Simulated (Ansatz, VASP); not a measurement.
Two plane-wave programs on Pt

INCAR

```
ALGO = Fast
EDIFF = 1E-6
ENCUT = 520
ISIF = 2
ISMEAR = 0
LASPH = True
LCHARG = True
LELF = True
LREAL = False
LVHAR = True
LWAVE = False
NBANDS = 11
NELM = 100
PREC = Accurate
SIGMA = 0.15
```

File KPOINTS:

```
k-points
0
Gamma
  22 22 22
```

Contents of POSCAR:

```
Pt
1.0
    0.0000000000      1.9467672884      1.9467672884
    1.9467672884      0.0000000000      1.9467672884
    1.9467672884      1.9467672884      0.0000000000
Pt
1
Direct
    0.0000000000      0.0000000000      0.0000000000
```

Input for Ansatz:

```yaml
crystal:
  lattice:
    - [0.0, 1.9467672884, 1.9467672884]
    - [1.9467672884, 0.0, 1.9467672884]
    - [1.9467672884, 1.9467672884, 0.0]
  atoms:
    - { symbol: Pt, position: [0.0, 0.0, 0.0] }
basis:
  ecutwfc: 420
kpoints:
  mp_grid: { grid: [22, 22, 22] }
hamiltonian:
  xc: lda
  pseudopotentials: { kind: paw, azcp: { folder: soft_1 } }
scf:
  occupations: { method: gaussian, width: 0.15 }
output:
  forces: true
  stress: true
  eigenvalues: true
  write_density: true
  write_potential: true
  elf: true
  volumetric_format: npy
```

Alike in both runs: task single point; functional LDA; k mesh 22 × 22 × 22; occupations gaussian, width 0.15 eV; no spin polarisation.

```csv
,VASP,Ansatz
version,VASP 6.6.1,Ansatz 0.2.0
potentials or method,"VASP PAW LDA potentials, release 64 (Pt), cutoff 520 eV","scalar-relativistic, plane waves, PAW"
valence electrons in the cell,10,18
```

|  | VASP | Ansatz | Ansatz less VASP |
| --- | --- | --- | --- |
| gap on the k mesh at the Fermi level (eV) | none | none | - |
| pressure (GPa) | 0.9 | 0.1 | -0.84 |

Ansatz warns that its potentials were made for another functional, while VASP's fit it. LDA's correlation is that of Perdew and Zunger in VASP and of Perdew and Wang (1992) in Ansatz. A gap of «none» marks a metal or a gap that the smearing closes. VASP's potentials hold 10 valence electrons a cell and Ansatz's 18, so a difference there can come from the potentials and not from the codes.

Spin-orbit coupling is off throughout.
